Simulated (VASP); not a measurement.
Set up this calculation in VASP 6.6.1, as the native input.

```yaml
Task: single point
Functional: PBE
Potentials_or_basis: VASP PAW PBE potentials, release 64 (Ba_sv, Ti_sv, O)
Cutoff: 520 eV
k_mesh: 6 × 6 × 6
Occupations: gaussian, width 0.02 eV
Spin: no spin polarisation
Dipole_correction: no
Further_INCAR_settings: ALGO = Normal; EDIFF = 1e-06; NBANDS = 28
```

The structure of BaTiO3 lies in POSCAR:

```
BaTiO3
1.0
    2.8368957788      1.6378825416      2.3279827511
   -2.8368957788      1.6378825416      2.3279827511
    0.0000000000     -3.2757650831      2.3279827511
Ba Ti O
1 1 3
Direct
    0.0027765409      0.0027765409      0.0027765409
    0.5153296475      0.5153296475      0.5153296475
    0.4894117898      0.4894117898      0.9817702320
    0.4894117898      0.9817702320      0.4894117898
    0.9817702320      0.4894117898      0.4894117898
```

These files were run (other wordings do the same):

INCAR

```
PREC = Accurate ; ENCUT = 520
EDIFF = 1E-6 ; ISMEAR = 0
SIGMA = 0.02 ; LREAL = F
LASPH = T ; NELM = 100
ALGO = Normal ; ISIF = 2
LWAVE = F ; LCHARG = F
GGA = PE ; NBANDS = 28
```

KPOINTS

```
Automatic mesh
0
Gamma
  6 6 6
```

Potentials or basis: VASP PAW PBE potentials, release 64 (Ba_sv, Ti_sv, O).

Launch:

```sh
$ cat potpaw_PBE.64/Ba_sv/POTCAR potpaw_PBE.64/Ti_sv/POTCAR potpaw_PBE.64/O/POTCAR > POTCAR
$ mpirun -np 1 vasp_std > vasp.out
```

It gave:

The pressure is 5.0 GPa, the largest force is 0.074 eV/Å and the band gap on the k mesh is 2.39 eV (least direct gap 2.81 eV).

Caveat: the cell stands under pressure; spin-orbit coupling is left out, which moves the levels of the heavy elements.

Run time: 83 s on 1 thread of Intel Xeon 8259CL, with other jobs on the host, peak memory 0.21 GiB.
